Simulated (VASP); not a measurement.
Set up this calculation in VASP 6.6.1, as the native input.

* Task: single point
* Functional: LDA
* Potentials or basis: VASP PAW LDA potentials, release 64 (Ni, O)
* Cutoff: 520 eV
* k mesh: 12 × 12 × 6
* Occupations: gaussian, width 0.05 eV
* Spin: no spin polarisation
* Dipole correction: no
* Further INCAR settings: ALGO = Normal; EDIFF = 1e-07; NBANDS = 18

The structure of NiO2 lies in POSCAR:

```
NiO2
1.0
    2.6872726493      0.0000000000      0.0000000000
   -1.3436363247      2.3272463812      0.0000000000
    0.0000000000      0.0000000000      4.4458238710
Ni O
1 2
Direct
    0.0000000000      0.0000000000      0.5000000000
    0.6666666667      0.3333333333      0.6948483030
    0.3333333333      0.6666666667      0.3051516970
```

This cell differs from its parent crystal: c/a of the conventional cell at fixed volume 1.6544.

One way to write it, as run:

INCAR

```
SYSTEM = NiO2
PREC = Accurate
ENCUT = 520
EDIFF = 1E-7
ISMEAR = 0
SIGMA = 0.05
LREAL = .False.
LASPH = .True.
NELM = 80
ALGO = Normal
ISIF = 2
LWAVE = .False.
LCHARG = .False.
GGA = CA
NBANDS = 18
```

KPOINTS

```
Automatic mesh
0
Gamma
  12 12 6
  0 0 0
```

Potentials or basis: VASP PAW LDA potentials, release 64 (Ni, O).

The run is started by

```bash
$ cat potpaw_LDA.64/Ni/POTCAR potpaw_LDA.64/O/POTCAR > POTCAR
$ mpirun -np 1 vasp_std > vasp.out
```

It gave:

```yaml
Pressure: 28.8 GPa
Largest_force: 2.261 eV/Å
Band_gap_on_the_k_mesh: 1.00 eV, indirect (least direct gap 1.39 eV)
```

Caveat: forces of over 1 eV/Å act on the atoms, so gaps and moduli don't describe the material at rest.

Wall time 68 s on 1 thread of Intel(R) Xeon(R) Platinum 8375C CPU @ 2.90GHz (Ice Lake), with other jobs on the host, peak memory 0.16 GiB.
